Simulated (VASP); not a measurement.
# GePt (Pnma) in VASP: notebook

Runs on GePt. Level: PBE. Tasks: relaxation of cell and atoms, single point.

All numbers are computed with VASP 6.6.1; they aren't measurements. Logs are shortened: lines on timing, memory, paths and dates and some standing lists are left out, and cuts for length are marked.

## 1. The cell of the first run

The structure is orthorhombic, space group Pnma (No. 62). The conventional cell has a = 5.572 Å, b = 3.594 Å, c = 6.036 Å, α = 90.00°, β = 90.00°, γ = 90.00°. Within 3.2 Å of Pt (site symmetry m) lie 6 Ge at 2.43 to 2.61 Å and 4 Pt at 2.88 to 2.92 Å. Ge (site symmetry m) has 6 Pt at 2.43 to 2.61 Å and 2 Ge at 2.97 Å within 3.2 Å.

## 2. Relaxation of cell and atoms, PBE

INCAR

```
ALGO = Normal
EDIFF = 1E-6
EDIFFG = -0.05
ENCUT = 600
GGA = PE
IBRION = 2
ISIF = 3
ISMEAR = 0
LASPH = True
LCHARG = False
LREAL = False
LWAVE = False
NELM = 80
NSW = 80
PREC = Accurate
SIGMA = 0.1
```

KPOINTS

```
k-points
0
Gamma
  4 6 4
```

POSCAR

```
GePt
1.0
    5.5721671900      0.0000000000      0.0000000000
    0.0000000000      3.5940849354      0.0000000000
    0.0000000000      0.0000000000      6.0362079177
Pt Ge
4 4
Direct
    0.9942832199      0.7500000000      0.1901826743
    0.0057167801      0.2500000000      0.8098173257
    0.5057167801      0.2500000000      0.6901826743
    0.4942832199      0.7500000000      0.3098173257
    0.8103268977      0.7500000000      0.5874320966
    0.1896731023      0.2500000000      0.4125679034
    0.6896731023      0.2500000000      0.0874320966
    0.3103268977      0.7500000000      0.9125679034
```

Potentials or basis: VASP PAW PBE potentials, release 64 (Pt, Ge_d).

Command:

```sh
cat potpaw_PBE.64/Pt/POTCAR potpaw_PBE.64/Ge_d/POTCAR > POTCAR
mpirun -np 1 vasp_std > vasp.out
```

OUTCAR:

```text
EDIFF = 1E-6
   EDIFFG = -0.05
   ENCUT = 600
   GGA = PE
   IBRION = 2
   ISIF = 3
   ISMEAR = 0
   LASPH = True
   LREAL = False
   NELM = 80
   NSW = 80
   PREC = Accurate

 ion  position               nearest neighbor table
   1  0.994  0.750  0.190-   8 2.43   6 2.49   6 2.49   7 2.55   7 2.55   5 2.61   4 2.88   4 2.88
                             2 2.92   2 2.92
   2  0.006  0.250  0.810-   7 2.43   5 2.49   5 2.49   8 2.55   8 2.55   6 2.61   3 2.88   3 2.88
                             1 2.92   1 2.92
   3  0.506  0.250  0.690-   6 2.43   8 2.49   8 2.49   5 2.55   5 2.55   7 2.61   2 2.88   2 2.88
                             4 2.92   4 2.92
   4  0.494  0.750  0.310-   5 2.43   7 2.49   7 2.49   6 2.55   6 2.55   8 2.61   1 2.88   1 2.88
                             3 2.92   3 2.92
   5  0.810  0.750  0.587-   4 2.43   2 2.49   2 2.49   3 2.55   3 2.55   1 2.61
   6  0.190  0.250  0.413-   3 2.43   1 2.49   1 2.49   4 2.55   4 2.55   2 2.61
   7  0.690  0.250  0.087-   2 2.43   4 2.49   4 2.49   1 2.55   1 2.55   3 2.61
   8  0.310  0.750  0.913-   1 2.43   3 2.49   3 2.49   2 2.55   2 2.55   4 2.61

  LATTYP: Found a simple orthorhombic cell.
 ALAT       =     3.5940849354
 B/A-ratio  =     1.5503715939
 C/A-ratio  =     1.6794839371

  Lattice vectors:

 A1 = (   0.0000000000,  -3.5940849354,   0.0000000000)
 A2 = (   5.5721671900,   0.0000000000,   0.0000000000)
 A3 = (   0.0000000000,   0.0000000000,   6.0362079177)

Analysis of symmetry for initial positions (statically):
=====================================================================
 Subroutine PRICEL returns:
 Original cell was already a primitive cell.

 Routine SETGRP: Setting up the symmetry group for a
 simple orthorhombic supercell.

 Subroutine GETGRP returns: Found  8 space group operations
 (whereof  2 operations were pure point group operations)
 out of a pool of  8 trial point group operations.

The static configuration has the point symmetry S_2 .
 The point group associated with its full space group is D_2h.

Analysis of symmetry for dynamics (positions and initial velocities):
=====================================================================
 Subroutine PRICEL returns:
 Original cell was already a primitive cell.

 Routine SETGRP: Setting up the symmetry group for a
 simple orthorhombic supercell.

 Subroutine GETGRP returns: Found  8 space group operations
 (whereof  2 operations were pure point group operations)
 out of a pool of  8 trial point group operations.

The dynamic configuration has the point symmetry S_2 .
 The point group associated with its full space group is D_2h.

 Subroutine INISYM returns: Found  8 space group operations
 (whereof  2 operations are pure point group operations),
 and found     1 'primitive' translations

----------------------------------------------------------------------------------------

                                     Primitive cell

  volume of cell :     120.8862

  direct lattice vectors                    reciprocal lattice vectors
     5.572167190  0.000000000  0.000000000     0.179463388  0.000000000  0.000000000
     0.000000000  3.594084935  0.000000000     0.000000000  0.278234938  0.000000000
     0.000000000  0.000000000  6.036207918     0.000000000  0.000000000  0.165666924

  length of vectors
     5.572167190  3.594084935  6.036207918     0.179463388  0.278234938  0.165666924

  position of ions in fractional coordinates (direct lattice)
     0.994283220  0.750000000  0.190182674
     0.005716780  0.250000000  0.809817326
     0.505716780  0.250000000  0.690182674
     0.494283220  0.750000000  0.309817326
     0.810326898  0.750000000  0.587432097
     0.189673102  0.250000000  0.412567903
     0.689673102  0.250000000  0.087432097
     0.310326898  0.750000000  0.912567903

  ion indices of the primitive-cell ions
   primitive index   ion index
                 1           1
                 2           2
                 3           3
                 4           4
                 5           5
                 6           6
                 7           7
                 8           8

----------------------------------------------------------------------------------------

 KPOINTS: k-points

Automatic generation of k-mesh.
 Grid dimensions read from file:
 generate k-points for:    4    6    4

 Generating k-lattice:

  Cartesian coordinates                     Fractional coordinates (reciprocal lattice)
     0.044865847  0.000000000  0.000000000     0.250000000  0.000000000  0.000000000
     0.000000000  0.046372490  0.000000000     0.000000000  0.166666667  0.000000000
     0.000000000  0.000000000  0.041416731     0.000000000  0.000000000  0.250000000

  Length of vectors
     0.044865847  0.046372490  0.041416731

  Shift w.r.t. Gamma in fractional coordinates (k-lattice)
     0.000000000  0.000000000  0.000000000

 Subroutine IBZKPT returns following result:
 ===========================================

 Found     36 irreducible k-points:

 Following reciprocal coordinates:
            Coordinates               Weight
  0.000000  0.000000  0.000000      1.000000
  0.250000  0.000000  0.000000      2.000000
  0.500000  0.000000  0.000000      1.000000
  0.000000  0.166667  0.000000      2.000000
  0.250000  0.166667  0.000000      4.000000
  0.500000  0.166667  0.000000      2.000000
[... 16 lines left out ...]
  0.250000  0.500000  0.250000      4.000000
  0.500000  0.500000  0.250000      2.000000
 [... further k-points ...]
   k-points           NKPTS =     36   k-points in BZ     NKDIM =     36   number of bands    NBANDS=     57
   number of dos      NEDOS =    301   number of ions     NIONS =      8
   total plane-waves  NPLWV =  69120
   dimension x,y,z NGX =    48 NGY =   30 NGZ =   48
   dimension x,y,z NGXF=    96 NGYF=   60 NGZF=   96
   ions per type =               4   4
   NGX,Y,Z   is equivalent  to a cutoff of  14.32, 13.88, 13.22 a.u.
   NGXF,Y,Z  is equivalent  to a cutoff of  28.64, 27.75, 26.44 a.u.
 SYSTEM =  unknown system
   PREC   = accura    normal or accurate (medium, high low for compatibility)
   ISTART =      0    job   : 0-new  1-cont  2-samecut
   ICHARG =      2    charge: 1-file 2-atom 10-const
   ISPIN  =      1    spin polarized calculation?
   LNONCOLLINEAR =      F non collinear calculations
   LSORBIT =      F    spin-orbit coupling
   LASPH  =      T    aspherical Exc in radial PAW
   ENCUT  =  600.0 eV  44.10 Ry    6.64 a.u.  11.13  7.18 12.06*2*pi/ulx,y,z
   NELM   =     80;   NELMIN=  2; NELMDL= -5     # of ELM steps
   EDIFF  = 0.1E-05   stopping-criterion for ELM
   LREAL  =      F    real-space projection
   EDIFFG = -.5E-01   stopping-criterion for IOM
   NSW    =     80    number of steps for IOM
   IBRION =      2    ionic relax: 0-MD 1-quasi-New 2-CG
   NFREE  =      1    steps in history (QN), initial steepest desc. (CG)
   ISIF   =      3    stress and relaxation
   ISYM   =      2    0-nonsym 1-usesym 2-fastsym
   POTIM  = 0.5000    time-step for ionic-motion
   TEBEG  =    0.0;   TEEND  =   0.0 temperature during run
   PSTRESS=    0.0 pullay stress
   NELECT =      96.0000    total number of electrons
   NUPDOWN=      -1.0000    fix difference up-down
   EMIN   =  10.00;   EMAX   =-10.00  energy-range for DOS
   EFERMI =   0.00;   METHOD = LEGACY
   ISMEAR =     0;   SIGMA  =   0.10  broadening in eV -4-tet -1-fermi 0-gaus
   EFERMI_NEDOS =   21; number of points for ismear=-14 and -15
   IALGO  =     38    algorithm
   IMIX   =      4    mixing-type and parameters
     AMIX     =   0.40;   BMIX     =  1.00
     AMIX_MAG =   1.60;   BMIX_MAG =  1.00
  volume/ion in A,a.u.               =      15.11       101.97
  Fermi-wavevector in a.u.,A,eV,Ry     =   1.516025  2.864872 31.270701  2.298332
  Thomas-Fermi vector in A             =   2.625470
   LORBIT       =      0    0 simple, 1 ext, 2 COOP (PROOUT), +10 PAW based schemes
   GGA     = PE    functional components
   LHFCALC =     F    Hartree Fock is set to
   AEXX    =    0.0000 exact exchange contribution
   IVDW    =     0    specifies the selected vdW correction
   LEPSILON=     F    determine dielectric tensor
   LRPA    =     F    only Hartree local field effects (RPA)
 conjugate gradient relaxation of ions
 non-spin polarized calculation
 Gauss-broadening in eV      SIGMA  =   0.10
  energy-cutoff  :      600.00
  volume of cell :      120.89
 maximum number of plane-waves:      4056
 NGX is ok and might be reduce to    48
   NGX = 23   NGY = 15   NGZ = 25

--------------------------------------- Ionic step        1  -------------------------------------------

 number of electron      96.0000028 magnetization

 Free energy of the ion-electron system (eV)
  ---------------------------------------------------
  ext. energy  EPLUGINS =         0.00000000
  ---------------------------------------------------
  free energy    TOTEN  =       -45.26455968 eV

  energy without entropy =      -45.25063773  energy(sigma->0) =      -45.25759870

 E-fermi :  10.9605     XC(G=0): -12.8413

 val. band max:       10.9226750436   @ k =   0.2500   0.0000   0.5000
 cond. band min:      10.9870846816   @ k =   0.0000   0.5000   0.2500
 fundamental gap:      0.0644096379
 Fermi energy:        10.9605061316

 k-point     1 :       0.0000    0.0000    0.0000
  band No.  band energies     occupation
      1     -14.4622      2.00000
      2     -14.4537      2.00000
      3     -14.4492      2.00000
      4     -14.4458      2.00000
      5     -14.4352      2.00000
      6     -14.4137      2.00000
[... 1550 lines left out ...]
  FREE ENERGIE OF THE ION-ELECTRON SYSTEM (eV)
  ---------------------------------------------------
  free  energy   TOTEN  =       -46.1694772763 eV

  energy  without entropy=      -46.1528036912  energy(sigma->0) =      -46.16114048

[... ionic steps 4 to 8 ...]

--------------------------------------- Ionic step        9  -------------------------------------------

 number of electron      95.9999984 magnetization

------------------------ aborting loop because EDIFF is reached ----------------------------------------

  FORCE on cell =-STRESS in cart. coord.  units (eV):
  Direction    XX          YY          ZZ          XY          YZ          ZX
  --------------------------------------------------------------------------------------
  -------------------------------------------------------------------------------------
  Total       -0.3374238     -0.4123758     -0.1950000     -0.0000000      0.0000000      0.0000000
  in kB       -4.0032560     -4.8924998     -2.3135151     -0.0000000      0.0000000      0.0000000
  external PRESSURE =      -3.7364236 kB  Pullay stress =       0.0000000 kB
[... 69 lines left out ...]
  energy  without entropy=      -46.1809014164  energy(sigma->0) =      -46.18849624

--------------------------------------- Ionic step       11  -------------------------------------------

 number of electron      95.9999976 magnetization

 Free energy of the ion-electron system (eV)
  ---------------------------------------------------
  ext. energy  EPLUGINS =         0.00000000
  ---------------------------------------------------
  free energy    TOTEN  =       -46.19744861 eV

  energy without entropy =      -46.18244703  energy(sigma->0) =      -46.18994782

 E-fermi :   9.1005     XC(G=0): -12.2250

 val. band max:        9.0941687754   @ k =   0.0000   0.0000   0.5000
 cond. band min:       9.1016265582   @ k =   0.5000   0.1667   0.2500
 fundamental gap:      0.0074577828
 Fermi energy:         9.1005020723

 k-point     1 :       0.0000    0.0000    0.0000
  band No.  band energies     occupation
      1     -16.0023      2.00000
      2     -15.9954      2.00000
      3     -15.9946      2.00000
      4     -15.9922      2.00000
      5     -15.9806      2.00000
      6     -15.9708      2.00000
[... 1466 lines left out ...]
  FREE ENERGIE OF THE ION-ELECTRON SYSTEM (eV)
  ---------------------------------------------------
  free  energy   TOTEN  =       -46.1974486105 eV

  energy  without entropy=      -46.1824470264  energy(sigma->0) =      -46.18994782

 reached required accuracy - stopping structural energy minimisation
```

It took 15 min on 1 thread of Intel Xeon 6975P-C (Granite Rapids), shared host; peak memory 0.43 GiB.

Results:

```yaml
Free_energy: -46.1974 eV
Relaxed_volume: 16.85 Å³/atom
Relaxed_cell: a = 5.840 Å, b = 3.739 Å, c = 6.173 Å, α = 90.00°, β = 90.00°, γ = 90.00°
Space_group_after_relaxing_to_0.1_Å: Pnma (No. 62)
Energy_gained_by_relaxing: 116.6 meV/atom
Ionic_steps: 11
Pressure_after_relaxing: 0.1 GPa
Largest_force_after_relaxing: 0.043 eV/Å
Band_gap_on_the_k_mesh: zero (bands 48 and 49 overlap by 1.13 eV)
```

Forces on the atoms (eV/Å):
```
Pt   0.033  0.000 -0.028
Pt  -0.033  0.000  0.028
Pt  -0.033  0.000 -0.028
Pt   0.033  0.000  0.028
Ge  -0.017  0.000 -0.018
Ge   0.017  0.000  0.018
Ge   0.017  0.000 -0.018
Ge  -0.017  0.000  0.018
```

Stress tensor (GPa, compression positive):
```
-0.03  0.00  0.00
 0.00  0.23  0.00
 0.00  0.00  0.03
```

The path:
```
step  energy change (eV)  largest force (eV/Å)  pressure (GPa)  volume (Å³)
   1              0.0000                0.6775           22.98       120.89
   2              1.0726                0.4593          -18.04       162.90
   3             -0.9049                0.2334           -1.17       135.54
   4             -0.9077                0.2259           -0.26       134.80
   5             -0.9077                0.2230            0.04       134.51
   6             -0.9222                0.1458            0.15       134.44
   7             -0.9276                0.0866            0.34       134.36
   8             -0.9296                0.0803           -0.46       135.09
   9             -0.9296                0.0806           -0.37       135.04
  10             -0.9315                0.0640           -0.19       134.93
  11             -0.9329                0.0431            0.08       134.77
```

Final structure:
```cif
data_structure
_symmetry_space_group_name_H-M 'P 1'
_symmetry_Int_Tables_number 1
_cell_length_a 5.8399
_cell_length_b 3.7385
_cell_length_c 6.1730
_cell_angle_alpha 90.000
_cell_angle_beta 90.000
_cell_angle_gamma 90.000
_cell_volume 134.77
loop_
_atom_site_label
_atom_site_type_symbol
_atom_site_fract_x
_atom_site_fract_y
_atom_site_fract_z
_atom_site_occupancy
Pt1 Pt 0.99977 0.75000 0.19288 1
Pt2 Pt 0.00024 0.25000 0.80712 1
Pt3 Pt 0.50024 0.25000 0.69288 1
Pt4 Pt 0.49976 0.75000 0.30712 1
Ge1 Ge 0.81413 0.75000 0.58738 1
Ge2 Ge 0.18587 0.25000 0.41262 1
Ge3 Ge 0.68587 0.25000 0.08738 1
Ge4 Ge 0.31413 0.75000 0.91262 1
```

Levels at points of the mesh, in eV from the Fermi level:
```
           k point  band 44  band 45  band 46  band 47  band 48  band 49  band 50  band 51  band 52  band 53
(0.00, 0.00, 0.00)    -2.54    -2.32    -1.36    -1.26    -0.92     0.64     0.79     2.98     3.24     3.32
(0.50, 0.00, 0.00)    -2.52    -2.35    -2.35    -0.06    -0.06     1.38     1.38     2.24     2.24     4.01
(0.00, 0.50, 0.00)    -2.52    -2.39    -2.39    -1.48    -1.48    -0.15    -0.15     2.00     2.00     2.15
(0.50, 0.50, 0.00)    -2.73    -1.78    -1.78    -1.78    -1.78     0.59     0.59     0.59     0.59     4.04
(0.00, 0.00, 0.50)    -2.72    -1.75    -1.75    -0.01    -0.01     1.13     1.13     1.84     1.84     4.08
(0.50, 0.00, 0.50)    -2.74    -1.28    -1.28     0.69     0.69     1.71     1.71     2.68     2.68     2.68
(0.00, 0.50, 0.50)    -2.53    -2.36    -2.36    -2.05    -2.05     0.47     0.47     0.98     0.98     1.74
(0.50, 0.50, 0.50)    -2.81    -2.33    -2.33    -2.33    -2.33     2.41     2.41     2.41     2.41     3.03
```

Caveat: spin-orbit coupling is left out, which moves the levels of the heavy elements; the relaxation stopped at a loose force limit of 0.05 eV/Å, so its end isn't a converged minimum.

(Continued in part 2 of 2.)

The gap in the log of VASP goes by the Fermi energy; the results here count the filled bands.